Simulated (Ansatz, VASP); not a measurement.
GaP: VASP beside Ansatz

The input INCAR:

```
PREC = Accurate ; ENCUT = 500
EDIFF = 1E-6 ; ISMEAR = 0
SIGMA = 0.01 ; LREAL = False
LASPH = True ; NELM = 120
ALGO = Normal ; ISIF = 2
LWAVE = False ; LCHARG = False
GGA = PE ; NBANDS = 16
GGA_COMPAT = False
```

Contents of KPOINTS:

```
Automatic mesh
0
Gamma
  8 8 8
```

The input POSCAR:

```
GaP
1.0
    0.0000000000      2.7525584834      2.7525584834
    2.7525584834      0.0000000000      2.7525584834
    2.7525584834      2.7525584834      0.0000000000
Ga P
1 1
Direct
    0.0000000000      0.0000000000      0.0000000000
    0.7500000000      0.7500000000      0.7500000000
```

Input for Ansatz:

```yaml
crystal:
  lattice:
    - [0.0, 2.7525584834, 2.7525584834]
    - [2.7525584834, 0.0, 2.7525584834]
    - [2.7525584834, 2.7525584834, 0.0]
  atoms:
    - { symbol: Ga, position: [0.0, 0.0, 0.0] }
    - { symbol: P, position: [0.75, 0.75, 0.75] }
basis:
  ecutwfc: 420
  xc_grid: 2
kpoints:
  mp_grid: { grid: [8, 8, 8] }
  band_path: { path: [VBM, CBM], npoints: 2 }
hamiltonian:
  xc: pbe
scf:
  occupations: { method: gaussian, width: 0.01 }
output:
  forces: true
  stress: true
  eigenvalues: true
```

Alike in both runs: task single point; functional PBE; k mesh 8 × 8 × 8; occupations gaussian, width 0.01 eV; no spin polarisation.

|  | VASP | Ansatz |
| --- | --- | --- |
| version | VASP 6.6.1 | Ansatz 0.2.0 |
| potentials or method | VASP PAW PBE potentials, release 64 (Ga_d, P), cutoff 500 eV | scalar-relativistic, plane waves, PAW |
| valence electrons in the cell | 18 | 18 |

|  | VASP | Ansatz | Ansatz less VASP |
| --- | --- | --- | --- |
| gap on the k mesh at the Fermi level (eV) | 1.58 | 1.58 | +0.003 |
| least direct gap on the mesh (eV) | 1.58 | 1.58 | +0.003 |
| pressure (GPa) | 0.0 | 0.0 | +0.08 |
